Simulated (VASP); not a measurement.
# Cu12C in VASP: single point with PBE

Aim: the single point of Cu12C with PBE.

Everything below comes from runs of VASP 6.6.1. Logs are shortened: lines on timing, memory, paths and dates and some standing lists are left out, and cuts for length are marked.

## 1. The cell of the first run

The cell holds a slab with vacuum, 13 atoms: a = 5.132 Å, b = 5.132 Å, c = 19.622 Å, α = 90.00°, β = 90.00°, γ = 120.00°.

## 2. Single point, PBE

The input, INCAR:

```
ALGO = Normal
DIPOL = 0.5 0.5 0.323
EDIFF = 1E-6
ENCUT = 520
GGA = PE
IDIPOL = 3
ISIF = 2
ISMEAR = 0
LASPH = True
LCHARG = False
LDIPOL = True
LREAL = False
LWAVE = False
NBANDS = 80
NELM = 80
PREC = Accurate
SIGMA = 0.1
```

The input, KPOINTS:

```
k-points
0
Gamma
  6 6 1
```

The input, POSCAR:

```
Cu12C
1.0
    5.1319544695      0.0000000000      0.0000000000
   -2.5659772347      4.4444029416      0.0000000000
    0.0000000000      0.0000000000     19.6215702048
Cu C
12 1
Direct
    0.3333333333      0.1666666667      0.2038572835
    0.3333333333      0.6666666667      0.2038572835
    0.8333333333      0.1666666667      0.2038572835
    0.8333333333      0.6666666667      0.2038572835
    0.1666666667      0.3333333334      0.3088788019
    0.1666666667      0.8333333334      0.3088788019
    0.6666666667      0.3333333334      0.3088788019
    0.6666666667      0.8333333333      0.3088788019
    0.0000000000      0.0000000000      0.4139103099
    0.0000000000      0.5000000000      0.4139103099
    0.5000000000      0.0000000000      0.4139103099
    0.5000000000      0.5000000000      0.4139103099
    0.1666666667      0.0833333334      0.4919843969
```

Potentials or basis: VASP PAW PBE potentials, release 64 (Cu, C).

Started as:

```sh
$ cat potpaw_PBE.64/Cu/POTCAR potpaw_PBE.64/C/POTCAR > POTCAR
$ mpirun -np 1 vasp_std > vasp.out
```

OUTCAR:

```text
EDIFF = 1E-6
   ENCUT = 520
   GGA = PE
   ISIF = 2
   ISMEAR = 0
   LASPH = True
   LREAL = False
   NELM = 80
   PREC = Accurate

 ion  position               nearest neighbor table
   1  0.333  0.167  0.204-   6 2.54   5 2.54   7 2.54   2 2.57   2 2.57   4 2.57   4 2.57   3 2.57
                             3 2.57
   2  0.333  0.667  0.204-   5 2.54   6 2.54   8 2.54   1 2.57   1 2.57   3 2.57   3 2.57   4 2.57
                             4 2.57
   3  0.833  0.167  0.204-   7 2.54   8 2.54   5 2.54   4 2.57   4 2.57   2 2.57   2 2.57   1 2.57
                             1 2.57
   4  0.833  0.667  0.204-   8 2.54   7 2.54   6 2.54   3 2.57   3 2.57   1 2.57   1 2.57   2 2.57
                             2 2.57
   5  0.167  0.333  0.309-   2 2.54   1 2.54   3 2.54  10 2.54  12 2.54   9 2.54   8 2.57   6 2.57
                             6 2.57   7 2.57   7 2.57   8 2.57
   6  0.167  0.833  0.309-   1 2.54   2 2.54   4 2.54   9 2.54  11 2.54  10 2.54   8 2.57   5 2.57
                             5 2.57   7 2.57   7 2.57   8 2.57
   7  0.667  0.333  0.309-   4 2.54   3 2.54   1 2.54  12 2.54  10 2.54  11 2.54   8 2.57   6 2.57
                             6 2.57   5 2.57   5 2.57   8 2.57
   8  0.667  0.833  0.309-   4 2.54   3 2.54   2 2.54  12 2.54   9 2.54  11 2.54   7 2.57   5 2.57
                             6 2.57   5 2.57   6 2.57   7 2.57
   9  0.000  0.000  0.414-  13 1.70   6 2.54   8 2.54   5 2.54  10 2.57  10 2.57  12 2.57  12 2.57
                            11 2.57  11 2.57
  10  0.000  0.500  0.414-   5 2.54   7 2.54   6 2.54   9 2.57   9 2.57  11 2.57  11 2.57  12 2.57
                            12 2.57
  11  0.500  0.000  0.414-   6 2.54   7 2.54   8 2.54  12 2.57  12 2.57  10 2.57  10 2.57   9 2.57
                             9 2.57
  12  0.500  0.500  0.414-   8 2.54   7 2.54   5 2.54  11 2.57  11 2.57   9 2.57   9 2.57  10 2.57
                            10 2.57
  13  0.167  0.083  0.492-   9 1.70

  LATTYP: Found a hexagonal cell.
 ALAT       =     5.1319544695
 C/A-ratio  =     3.8234108119

  Lattice vectors:

 A1 = (   5.1319544695,   0.0000000000,   0.0000000000)
 A2 = (  -2.5659772347,   4.4444029416,   0.0000000000)
 A3 = (   0.0000000000,   0.0000000000,  19.6215702048)

Analysis of symmetry for initial positions (statically):
=====================================================================
 Subroutine PRICEL returns:
 Original cell was already a primitive cell.

 Routine SETGRP: Setting up the symmetry group for a
 hexagonal supercell.

 Subroutine GETGRP returns: Found  2 space group operations
 (whereof  2 operations were pure point group operations)
 out of a pool of 24 trial point group operations.

The static configuration has the point symmetry C_1h.

Analysis of symmetry for dynamics (positions and initial velocities):
=====================================================================
 Subroutine PRICEL returns:
 Original cell was already a primitive cell.

 Routine SETGRP: Setting up the symmetry group for a
 hexagonal supercell.

 Subroutine GETGRP returns: Found  2 space group operations
 (whereof  2 operations were pure point group operations)
 out of a pool of 24 trial point group operations.

The dynamic configuration has the point symmetry C_1h.

 Subroutine INISYM returns: Found  2 space group operations
 (whereof  2 operations are pure point group operations),
 and found     1 'primitive' translations

----------------------------------------------------------------------------------------

                                     Primitive cell

  volume of cell :     447.5381

  direct lattice vectors                    reciprocal lattice vectors
     5.131954470  0.000000000  0.000000000     0.194857535  0.112501051  0.000000000
    -2.565977235  4.444402942  0.000000000     0.000000000  0.225002101  0.000000000
     0.000000000  0.000000000 19.621570205     0.000000000  0.000000000  0.050964321

  length of vectors
     5.131954470  5.131954469 19.621570205     0.225002101  0.225002101  0.050964321

  position of ions in fractional coordinates (direct lattice)
     0.333333333  0.166666667  0.203857283
     0.333333333  0.666666667  0.203857283
     0.833333333  0.166666667  0.203857283
     0.833333333  0.666666667  0.203857283
     0.166666667  0.333333333  0.308878802
     0.166666667  0.833333333  0.308878802
[... 51 lines left out ...]
            Coordinates               Weight
  0.000000  0.000000  0.000000      1.000000
  0.166667  0.000000  0.000000      2.000000
  0.000000  0.166667  0.000000      4.000000
  0.333333  0.000000  0.000000      2.000000
  0.000000  0.333333  0.000000      4.000000
  0.500000 -0.000000  0.000000      1.000000
  0.000000  0.500000  0.000000      2.000000
  0.166667  0.166667  0.000000      4.000000
 -0.166667  0.333333  0.000000      2.000000
  0.333333  0.166667  0.000000      4.000000
 -0.166667  0.500000  0.000000      4.000000
  0.500000  0.333333  0.000000      4.000000
  0.333333  0.333333  0.000000      2.000000
   k-points           NKPTS =     13   k-points in BZ     NKDIM =     13   number of bands    NBANDS=     80
   number of dos      NEDOS =    301   number of ions     NIONS =     13
   total plane-waves  NPLWV = 240000
   dimension x,y,z NGX =    40 NGY =   40 NGZ =  150
   dimension x,y,z NGXF=    80 NGYF=   80 NGZF=  300
   ions per type =              12   1
   NGX,Y,Z   is equivalent  to a cutoff of  12.96, 12.96, 12.71 a.u.
   NGXF,Y,Z  is equivalent  to a cutoff of  25.92, 25.92, 25.42 a.u.
 SYSTEM =  unknown system
   PREC   = accura    normal or accurate (medium, high low for compatibility)
   ISTART =      0    job   : 0-new  1-cont  2-samecut
   ICHARG =      2    charge: 1-file 2-atom 10-const
   ISPIN  =      1    spin polarized calculation?
   LNONCOLLINEAR =      F non collinear calculations
   LSORBIT =      F    spin-orbit coupling
   LASPH  =      T    aspherical Exc in radial PAW
   ENCUT  =  520.0 eV  38.22 Ry    6.18 a.u.   9.54  9.54 36.48*2*pi/ulx,y,z
   NELM   =     80;   NELMIN=  2; NELMDL= -5     # of ELM steps
   EDIFF  = 0.1E-05   stopping-criterion for ELM
   LREAL  =      F    real-space projection
   EDIFFG = 0.1E-04   stopping-criterion for IOM
   NSW    =      0    number of steps for IOM
   IBRION =     -1    ionic relax: 0-MD 1-quasi-New 2-CG
   NFREE  =      0    steps in history (QN), initial steepest desc. (CG)
   ISIF   =      2    stress and relaxation
   ISYM   =      2    0-nonsym 1-usesym 2-fastsym
   POTIM  = 0.5000    time-step for ionic-motion
   TEBEG  =    0.0;   TEEND  =   0.0 temperature during run
   PSTRESS=    0.0 pullay stress
   NELECT =     136.0000    total number of electrons
   NUPDOWN=      -1.0000    fix difference up-down
   EMIN   =  10.00;   EMAX   =-10.00  energy-range for DOS
   EFERMI =   0.00;   METHOD = LEGACY
   ISMEAR =     0;   SIGMA  =   0.10  broadening in eV -4-tet -1-fermi 0-gaus
   EFERMI_NEDOS =   21; number of points for ismear=-14 and -15
   IALGO  =     38    algorithm
   IMIX   =      4    mixing-type and parameters
     AMIX     =   0.40;   BMIX     =  1.00
     AMIX_MAG =   1.60;   BMIX_MAG =  1.00
  volume/ion in A,a.u.               =      34.43       232.32
  Fermi-wavevector in a.u.,A,eV,Ry     =   1.100638  2.079904 16.482150  1.211404
  Thomas-Fermi vector in A             =   2.237052
   LORBIT       =      0    0 simple, 1 ext, 2 COOP (PROOUT), +10 PAW based schemes
   GGA     = PE    functional components
   LHFCALC =     F    Hartree Fock is set to
   AEXX    =    0.0000 exact exchange contribution
   IVDW    =     0    specifies the selected vdW correction
   LEPSILON=     F    determine dielectric tensor
   LRPA    =     F    only Hartree local field effects (RPA)
 non-spin polarized calculation
 Gauss-broadening in eV      SIGMA  =   0.10
  energy-cutoff  :      520.00
  volume of cell :      447.54
 maximum number of plane-waves:     12109
 NGX is ok and might be reduce to    40
   NGX = 19   NGY = 19   NGZ = 73

 dipolmoment           0.000000      0.000000     -0.344364 electrons x Angstroem

 number of electron     136.0000027 magnetization

 dipolmoment           0.000000      0.000000      0.147527 electrons x Angstroem

 Free energy of the ion-electron system (eV)
  ---------------------------------------------------
  ext. energy  EPLUGINS =         0.00000000
  ---------------------------------------------------
  free energy    TOTEN  =       -45.86007657 eV

  energy without entropy =      -45.85173105  energy(sigma->0) =      -45.85590381

 E-fermi :  -0.9255     XC(G=0):  -5.1913

 val. band max:       -1.0712859471   @ k =   0.1667   0.0000   0.0000
 cond. band min:      -0.8758482661   @ k =   0.0000   0.5000   0.0000
 fundamental gap:      0.1954376810
 Fermi energy:        -0.9255225996

 k-point     1 :       0.0000    0.0000    0.0000
  band No.  band energies     occupation
      1     -11.3272      2.00000
      2      -9.4061      2.00000
      3      -7.3863      2.00000
      4      -6.2969      2.00000
      5      -5.9813      2.00000
      6      -5.9337      2.00000
[... 1068 lines left out ...]
     79       3.9770      0.00000
     80       4.5857      0.00000

------------------------ aborting loop because EDIFF is reached ----------------------------------------

 vacuum level on the upper side and lower side of the slab       (xc-potential included)         0.481        -0.575

  FORCE on cell =-STRESS in cart. coord.  units (eV):
  Direction    XX          YY          ZZ          XY          YZ          ZX
  --------------------------------------------------------------------------------------
  -------------------------------------------------------------------------------------
  Total       -2.6765734     -3.4245117      1.3022936      0.6477335      1.4229791      2.4646717
  in kB       -9.5820795    -12.2596834      4.6621851      2.3188730      5.0942369      8.8234754
  external PRESSURE =      -5.7265259 kB  Pullay stress =       0.0000000 kB

 VOLUME and BASIS-vectors are now :
 -----------------------------------------------------------------------------
  energy-cutoff  :      520.00
  volume of cell :      447.54
      direct lattice vectors                 reciprocal lattice vectors
     5.131954470  0.000000000  0.000000000     0.194857535  0.112501051  0.000000000
    -2.565977235  4.444402942  0.000000000     0.000000000  0.225002101  0.000000000
     0.000000000  0.000000000 19.621570205     0.000000000  0.000000000  0.050964321

 POSITION                                       TOTAL-FORCE (eV/Angst)
 -----------------------------------------------------------------------------------
      1.28299      0.74073      4.00000         0.006490      0.003747     -0.096024
     -0.00000      2.96294      4.00000         0.025385      0.014656     -0.043757
      3.84897      0.74073      4.00000         0.005502     -0.067506     -0.026561
      2.56598      2.96294      4.00000        -0.055711      0.038518     -0.026561
      0.00000      1.48147      6.06069        -0.041433      0.049806     -0.059479
     -1.28299      3.70367      6.06069         0.022416     -0.060785     -0.059479
      2.56598      1.48147      6.06069        -0.007736     -0.004466     -0.011445
      1.28299      3.70367      6.06069         0.015523      0.008962     -0.058026
      0.00000      0.00000      8.12157        -1.106276     -0.638709     -1.268814
     -1.28299      2.22220      8.12157         0.025765      0.014875      0.255679
      2.56598      0.00000      8.12157        -0.302979      0.023019      0.635970
      1.28299      2.22220      8.12157        -0.131554     -0.273897      0.635970
      0.64149      0.37037      9.65351         1.544607      0.891779      0.122525
 -----------------------------------------------------------------------------------
    total drift:                                0.000036      0.000022     -0.006546

  FREE ENERGIE OF THE ION-ELECTRON SYSTEM (eV)
  ---------------------------------------------------
  free  energy   TOTEN  =       -45.8600765699 eV

  energy  without entropy=      -45.8517310465  energy(sigma->0) =      -45.85590381

 vacuum level on the upper side and lower side of the slab         4.900         3.768
```

It took 31 min on 1 thread of AMD EPYC 7R43 (Zen 3), shared host; peak memory 0.67 GiB.

What came out:

```
Free energy            : -45.8601 eV
Largest force          : 1.800 eV/Å
Band gap on the k mesh : zero (bands 68 and 69 overlap by 0.23 eV)
```

Forces on the atoms (eV/Å):
```
Cu   0.006  0.004 -0.096
Cu   0.025  0.015 -0.044
Cu   0.006 -0.068 -0.027
Cu  -0.056  0.039 -0.027
Cu  -0.041  0.050 -0.059
Cu   0.022 -0.061 -0.059
Cu  -0.008 -0.004 -0.011
Cu   0.016  0.009 -0.058
Cu  -1.106 -0.639 -1.269
Cu   0.026  0.015  0.256
Cu  -0.303  0.023  0.636
Cu  -0.132 -0.274  0.636
C    1.545  0.892  0.123
```

The gap in the log of VASP goes by the Fermi energy; the results here count the filled bands.